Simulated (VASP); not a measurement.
A run of VASP 6.6.1 is set up as follows.

Contents of INCAR:

```
  PREC = Accurate
  ENCUT = 520
  EDIFF = 1E-6
  ISMEAR = 0
  SIGMA = 0.1
  LREAL = F
  LASPH = T
  NELM = 80
  ALGO = Normal
  ISIF = 2
  LWAVE = F
  LCHARG = T
  GGA = PS
  LELF = T
  LVHAR = T
  NBANDS = 7
```

KPOINTS

```
regular mesh
0
Gamma
  6 6 6
```

POSCAR

```
Mg
1.0
    2.8624405726      0.0000000000      0.0000000000
    0.0000000000      2.8624405726      0.0000000000
    0.0000000000      0.0000000000      2.8624405726
Mg
1
Direct
    0.0000000000      0.0000000000      0.0000000000
```

Potentials or basis: VASP PAW PBE potentials, release 64 (Mg).

Command:

```console
$ cat potpaw_PBE.64/Mg/POTCAR > POTCAR
$ mpirun -np 1 vasp_std > vasp.out
```

(1) Predict the pressure.

(2) Estimate the band gap on the k mesh.

## Answers

(1) 4.3 GPa.

(2) zero (band 1 reaches 7.63 eV, above the bottom of band 2 at 0.16 eV).

Caveat: the k points lie up to 0.37 Å⁻¹ apart; the PAW data sets were made with another functional, which shifts forces and pressure a little.
